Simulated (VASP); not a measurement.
The system is Os.

```xyz
2
Lattice="2.7528 0.0000 0.0000 -1.3764 2.3840 0.0000 0.0000 0.0000 4.3509" Properties=species:S:1:pos:R:3 pbc="T T T"
Os    0.0000    1.5893    1.0877
Os    1.3764    0.7947    3.2631
```

| Item | Value |
| --- | --- |
| Program | VASP 6.6.1 |
| Task | relaxation of cell and atoms |
| Functional | PBE |
| Dispersion | D3(BJ) |
| Potentials or basis | VASP PAW PBE potentials, release 64 (Os) |
| Cutoff | 600 eV |
| k mesh | 18 × 18 × 10 |
| Occupations | gaussian, width 0.1 eV |
| Spin | no spin polarisation |

At the start: pressure -7.4 GPa; volume 14.28 Å³/atom.

**Question.** Where does the relaxation end?

**Answer.** Over 13 steps the energy falls by 6.1 meV/atom and the volume is 14.02 Å³/atom (-1.8 %); space group P6_3/mmc (No. 194, to 0.05 Å).

The path:
```tsv
step	energy change (eV)	largest force (eV/Å)	pressure (GPa)	volume (Å³)
1	0.0000	0.0000	-7.44	28.55
2	0.2429	0.0000	41.31	25.90
3	-0.0122	0.0000	-0.27	28.06
4	-0.0122	0.0000	-0.04	28.04
5	-0.0122	0.0000	0.13	28.03
6	-0.0122	0.0000	-0.51	28.07
7	-0.0122	0.0000	-0.07	28.04
8	-0.0122	0.0000	-0.08	28.05
9	-0.0122	0.0000	-0.19	28.05
10	-0.0122	0.0000	-0.11	28.05
11	-0.0122	0.0000	-0.10	28.05
12	-0.0122	0.0000	0.19	28.03
13	-0.0122	0.0000	-0.02	28.04
```

Final structure:
```yaml
crystal:
  lattice:
    - [2.73552, 0.00000, 0.00000]
    - [-1.36776, 2.36903, 0.00000]
    - [0.00000, 0.00000, 4.32667]
  atoms:
    - { symbol: Os, position: [0.33333, 0.66667, 0.25000] }
    - { symbol: Os, position: [0.66667, 0.33333, 0.75000] }
```

Caveat: pairwise dispersion overbinds metals, which lowers pressure and volume.
